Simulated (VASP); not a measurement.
Mg3Cd2S5: single point with PBE

The system is Mg3Cd2S5.

```
Mg Cd S
1.0
     0.00000   -3.78477    0.00000
     3.78477    0.00000    0.00000
    -1.89238    1.89238   13.38875
Mg Cd S
3 2 5
Direct
  0.50000 0.50000 0.00000
  0.70043 0.70043 0.40087
  0.29957 0.29957 0.59913
  0.89873 0.89873 0.79746
  0.10127 0.10127 0.20254
  0.00000 0.00000 0.00000
  0.60067 0.60067 0.20134
  0.20249 0.20249 0.40498
  0.79751 0.79751 0.59502
  0.39933 0.39933 0.79866
```

* Program: VASP 6.6.1
* Task: single point
* Functional: PBE
* Potentials or basis: VASP PAW PBE potentials, release 64 (Mg, Cd, S)
* Cutoff: 520 eV
* k mesh: 4 × 4 × 4
* Occupations: gaussian, width 0.1 eV
* Spin: no spin polarisation
* Dipole correction: no
* Further INCAR settings: ALGO = Normal; EDIFF = 1e-06; NBANDS = 41

```
Pressure               : 0.2 GPa
Largest force          : 0.016 eV/Å
Band gap on the k mesh : 0.84 eV (least direct gap 1.71 eV)
```

Forces in eV/Å, atoms in the order of the input:
```
Mg   0.000  0.000  0.000
Mg   0.000  0.000  0.001
Mg   0.000  0.000 -0.001
Cd   0.000  0.000 -0.002
Cd   0.000  0.000  0.002
S    0.000  0.000  0.000
S    0.000  0.000  0.006
S    0.000  0.000  0.016
S    0.000  0.000 -0.016
S    0.000  0.000 -0.006
```

Stress tensor (GPa, compression positive):
```
 0.37  0.00  0.00
 0.00  0.37  0.00
 0.00  0.00 -0.23
```

Levels at points of the mesh, in eV from the valence-band top:
| k point | band 28 | band 29 | band 30 | band 31 | band 32 | band 33 |
| --- | --- | --- | --- | --- | --- | --- |
| (0.00, 0.00, 0.00) | -0.61 | -0.57 | -0.57 | 1.14 | 1.87 | 2.51 |
| (0.50, 0.00, 0.00) | -0.36 | -0.02 | 0.00 | 3.75 | 4.24 | 4.36 |
| (0.50, 0.50, 0.00) | -2.26 | -2.12 | -2.09 | 0.84 | 2.12 | 2.45 |
| (0.00, 0.00, 0.50) | -0.85 | -0.64 | -0.64 | 1.10 | 2.42 | 3.07 |

It took 80 s on 1 thread of Intel(R) Xeon(R) Platinum 8488C (Sapphire Rapids), on a shared host, peak memory 0.31 GiB.

A k mesh can miss the band edges.
